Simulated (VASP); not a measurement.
# Cu (P6_3/mmc) in VASP: single point with PBEsol

Aim: the single point of Cu with PBEsol.

All numbers are computed with VASP 6.6.1; they aren't measurements. Logs are shortened: lines on timing, memory, paths and dates and some standing lists are left out, and cuts for length are marked.

### Step 1. The cell of the first run

It takes space group P6_3/mmc (No. 194, hexagonal). Conventional cell: a = 2.534 Å, b = 2.534 Å, c = 4.113 Å, α = 90.00°, β = 90.00°, γ = 120.00°. Within 3.3 Å of Cu (site symmetry -6m2) lie 12 Cu at 2.52 to 2.53 Å.

This isn't the form of Cu at room conditions, which is fcc.

### Step 2. Single point, PBEsol

Input file INCAR:

```
SYSTEM = Cu
PREC = Accurate
ENCUT = 820
EDIFF = 1E-6
ISMEAR = 1
SIGMA = 0.05
LREAL = .False.
LASPH = .True.
NELM = 120
ALGO = Normal
ISIF = 2
LWAVE = .False.
LCHARG = .False.
GGA = PS
NBANDS = 26
GGA_COMPAT = .False.
```

Input file KPOINTS:

```
regular mesh
0
Gamma
  3 3 2
  0 0 0
```

Input file POSCAR:

```
Cu
1.0
    2.5340970000      0.0000000000      0.0000000000
   -1.2670480000      2.1945920000      0.0000000000
    0.0000000000      0.0000000000      4.1125710000
Cu
2
Direct
    0.3333333333      0.6666666667      0.2500000000
    0.6666666667      0.3333333333      0.7500000000
```

Potentials or basis: VASP PAW PBE potentials, release 64 (Cu_sv_GW).

On the command line:

```
$ cat potpaw_PBE.64/Cu_sv_GW/POTCAR > POTCAR
$ mpirun -np 1 vasp_std > vasp.out
```

OUTCAR:

```text
SYSTEM = Cu
   PREC = Accurate
   ENCUT = 820
   EDIFF = 1E-6
   ISMEAR = 1
   LREAL = .False.
   LASPH = .True.
   NELM = 120
   ISIF = 2
   GGA = PS

 ion  position               nearest neighbor table
   1  0.333  0.667  0.250-   2 2.52   2 2.52   2 2.52   2 2.52   2 2.52   2 2.52
   2  0.667  0.333  0.750-   1 2.52   1 2.52   1 2.52   1 2.52   1 2.52   1 2.52

  LATTYP: Found a hexagonal cell.
 ALAT       =     2.5340970000
 C/A-ratio  =     1.6228940723

  Lattice vectors:

 A1 = (   2.5340970000,   0.0000000000,   0.0000000000)
 A2 = (  -1.2670480000,   2.1945920000,   0.0000000000)
 A3 = (   0.0000000000,   0.0000000000,   4.1125710000)

Analysis of symmetry for initial positions (statically):
=====================================================================
 Subroutine PRICEL returns:
 Original cell was already a primitive cell.

 Routine SETGRP: Setting up the symmetry group for a
 hexagonal supercell.

 Subroutine GETGRP returns: Found 24 space group operations
 (whereof 12 operations were pure point group operations)
 out of a pool of 24 trial point group operations.

The static configuration has the point symmetry D_3d.
 The point group associated with its full space group is D_6h.

Analysis of symmetry for dynamics (positions and initial velocities):
=====================================================================
 Subroutine PRICEL returns:
 Original cell was already a primitive cell.

 Routine SETGRP: Setting up the symmetry group for a
 hexagonal supercell.

 Subroutine GETGRP returns: Found 24 space group operations
 (whereof 12 operations were pure point group operations)
 out of a pool of 24 trial point group operations.

The dynamic configuration has the point symmetry D_3d.
 The point group associated with its full space group is D_6h.

 Subroutine INISYM returns: Found 24 space group operations
 (whereof 12 operations are pure point group operations),
 and found     1 'primitive' translations

----------------------------------------------------------------------------------------

                                     Primitive cell

  volume of cell :      22.8713

  direct lattice vectors                    reciprocal lattice vectors
     2.534097000  0.000000000  0.000000000     0.394617886  0.227832692  0.000000000
    -1.267048000  2.194592000  0.000000000     0.000000000  0.455665563  0.000000000
     0.000000000  0.000000000  4.112571000     0.000000000  0.000000000  0.243156896
[... 62 lines left out ...]
   LASPH  =      T    aspherical Exc in radial PAW
   ENCUT  =  820.0 eV  60.27 Ry    7.76 a.u.   5.92  5.92  9.60*2*pi/ulx,y,z
   NELM   =    120;   NELMIN=  2; NELMDL= -5     # of ELM steps
   EDIFF  = 0.1E-05   stopping-criterion for ELM
   LREAL  =      F    real-space projection
   EDIFFG = 0.1E-04   stopping-criterion for IOM
   NSW    =      0    number of steps for IOM
   IBRION =     -1    ionic relax: 0-MD 1-quasi-New 2-CG
   NFREE  =      0    steps in history (QN), initial steepest desc. (CG)
   ISIF   =      2    stress and relaxation
   ISYM   =      2    0-nonsym 1-usesym 2-fastsym
   POTIM  = 0.5000    time-step for ionic-motion
   TEBEG  =    0.0;   TEEND  =   0.0 temperature during run
   PSTRESS=    0.0 pullay stress
   NELECT =      38.0000    total number of electrons
   NUPDOWN=      -1.0000    fix difference up-down
   EMIN   =  10.00;   EMAX   =-10.00  energy-range for DOS
   EFERMI =   0.00;   METHOD = LEGACY
   ISMEAR =     1;   SIGMA  =   0.05  broadening in eV -4-tet -1-fermi 0-gaus
   EFERMI_NEDOS =   21; number of points for ismear=-14 and -15
   IALGO  =     38    algorithm
   IMIX   =      4    mixing-type and parameters
     AMIX     =   0.40;   BMIX     =  1.00
     AMIX_MAG =   1.60;   BMIX_MAG =  1.00
  volume/ion in A,a.u.               =      11.44        77.17
  Fermi-wavevector in a.u.,A,eV,Ry     =   1.938977  3.664134 51.152871  3.759630
  Thomas-Fermi vector in A             =   2.969205
   LORBIT       =      0    0 simple, 1 ext, 2 COOP (PROOUT), +10 PAW based schemes
   GGA     = PS    functional components
   LHFCALC =     F    Hartree Fock is set to
   AEXX    =    0.0000 exact exchange contribution
   IVDW    =     0    specifies the selected vdW correction
   LEPSILON=     F    determine dielectric tensor
   LRPA    =     F    only Hartree local field effects (RPA)
 non-spin polarized calculation
 Methfessel and Paxton  Order N= 1 SIGMA  =   0.05
  energy-cutoff  :      820.00
  volume of cell :       22.87
 maximum number of plane-waves:      1237
 NGX is ok and might be reduce to    24
   NGX = 11   NGY = 11   NGZ = 19

 number of electron      38.0000018 magnetization

 Free energy of the ion-electron system (eV)
  ---------------------------------------------------
  ext. energy  EPLUGINS =         0.00000000
  ---------------------------------------------------
  free energy    TOTEN  =        -8.97296795 eV

  energy without entropy =       -8.96453545  energy(sigma->0) =       -8.97015712

 E-fermi :   6.6543     XC(G=0): -13.7629

 val. band max:        6.6414762122   @ k =   0.3333  -0.0000   0.5000
 cond. band min:       6.6548724950   @ k =   0.0000   0.0000   0.0000
 fundamental gap:      0.0133962828
 Fermi energy:         6.6542883211

 k-point     1 :       0.0000    0.0000    0.0000
  band No.  band energies     occupation
      1    -104.5744      2.00000
      2    -104.5576      2.00000
      3     -62.2061      2.00000
      4     -62.0801      2.00000
      5     -62.0216      2.00000
      6     -62.0216      2.00000
[... 163 lines left out ...]
     25      28.4387      0.00000
     26      29.4511      0.00000

------------------------ aborting loop because EDIFF is reached ----------------------------------------

  FORCE on cell =-STRESS in cart. coord.  units (eV):
  Direction    XX          YY          ZZ          XY          YZ          ZX
  --------------------------------------------------------------------------------------
  -------------------------------------------------------------------------------------
  Total       -0.6676921     -0.6676919     -0.3040173     -0.0000002     -0.0000000      0.0000000
  in kB      -46.7731252    -46.7731091    -21.2969978     -0.0000107     -0.0000000      0.0000000
  external PRESSURE =     -38.2810774 kB  Pullay stress =       0.0000000 kB

 VOLUME and BASIS-vectors are now :
 -----------------------------------------------------------------------------
  energy-cutoff  :      820.00
  volume of cell :       22.87
      direct lattice vectors                 reciprocal lattice vectors
     2.534097000  0.000000000  0.000000000     0.394617886  0.227832692  0.000000000
    -1.267048000  2.194592000  0.000000000     0.000000000  0.455665563  0.000000000
     0.000000000  0.000000000  4.112571000     0.000000000  0.000000000  0.243156896

 POSITION                                       TOTAL-FORCE (eV/Angst)
 -----------------------------------------------------------------------------------
      0.00000      1.46306      1.02814         0.000000     -0.000000      0.000000
      1.26705      0.73153      3.08443        -0.000000      0.000000      0.000000
 -----------------------------------------------------------------------------------
    total drift:                                0.000000     -0.000000      0.000000

  FREE ENERGIE OF THE ION-ELECTRON SYSTEM (eV)
  ---------------------------------------------------
  free  energy   TOTEN  =        -8.9729679550 eV

  energy  without entropy=       -8.9645354481  energy(sigma->0) =       -8.97015712
```

Run time: 13 s. Hardware: 1 thread of Intel Xeon Platinum 8488C (Sapphire Rapids), shared host; peak memory 0.16 GiB.

What came out:

```
Free energy            : -8.9730 eV
Pressure               : -3.8 GPa
Band gap on the k mesh : zero (bands 19 and 20 overlap by 6.04 eV)
```

Stress tensor (GPa, compression positive):
```
-4.68  0.00  0.00
 0.00 -4.68  0.00
 0.00  0.00 -2.13
```

Caveat: the k points lie up to 0.95 Å⁻¹ apart, too coarse for converged energies and pressures of a metal; the PAW data sets were made with another functional, which shifts forces and pressure a little.
